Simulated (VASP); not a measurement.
Write the native input for VASP 6.6.1 that does the following.

* Task: single point
* Functional: r2SCAN
* Dispersion: D3(BJ)
* Potentials or basis: VASP PAW PBE potentials, release 64 (Si)
* Cutoff: 520 eV
* k mesh: 8 × 8 × 8
* Occupations: fermi-dirac, width 0.05 eV
* Spin: no spin polarisation
* Dipole correction: no
* Further INCAR settings: ALGO = Normal; EDIFF = 1e-06; NBANDS = 11

The system is Si.

```
Si
1.0
     0.00000    2.68506    2.68506
     2.68506    0.00000    2.68506
     2.68506    2.68506    0.00000
Si
2
Cartesian
  2.6851 2.6851 2.6851
  4.0276 4.0276 4.0276
```

One way to write it, as run:

POSCAR

```
Si
1.0
    0.0000000000      2.6850649043      2.6850649043
    2.6850649043      0.0000000000      2.6850649043
    2.6850649043      2.6850649043      0.0000000000
Si
2
Direct
    0.5000000000      0.5000000000      0.5000000000
    0.7500000000      0.7500000000      0.7500000000
```

INCAR.step1

```
PREC = Accurate
ENCUT = 520
ISMEAR = -1
SIGMA = 0.05
LREAL = False
LASPH = True
NELM = 60
NBANDS = 11
GGA = PE
ALGO = Normal
EDIFF = 1E-4
LWAVE = True
LCHARG = False
```

INCAR.step2

```
PREC = Accurate
ENCUT = 520
EDIFF = 1E-6
ISMEAR = -1
SIGMA = 0.05
LREAL = False
LASPH = True
NELM = 60
ALGO = Normal
ISIF = 2
LWAVE = False
LCHARG = False
METAGGA = R2SCAN
LMIXTAU = True
IVDW = 12
VDW_S6 = 1.0
VDW_S8 = 0.78981345
VDW_A1 = 0.49484001
VDW_A2 = 5.73083694
NBANDS = 11
ISTART = 1
```

KPOINTS

```
Automatic mesh
0
Gamma
  8 8 8
```

Potentials or basis: VASP PAW PBE potentials, release 64 (Si).

The run is started by

```sh
$ cat potpaw_PBE.64/Si/POTCAR > POTCAR
$ cp INCAR.step1 INCAR
$ mpirun -np 1 vasp_std > vasp.out
$ cp INCAR.step2 INCAR
$ mpirun -np 1 vasp_std > vasp.out
```

It gave:

- Pressure: 2.9 GPa
- Band gap on the k mesh: 0.76 eV, indirect (least direct gap 2.77 eV)
- Dispersion energy per atom: -0.152 eV

Caveat: the PAW data sets were made with another functional, which shifts forces and pressure a little.

It took 96 s on 1 thread of AMD EPYC 7R13, with other jobs on the host, peak memory 0.13 GiB.
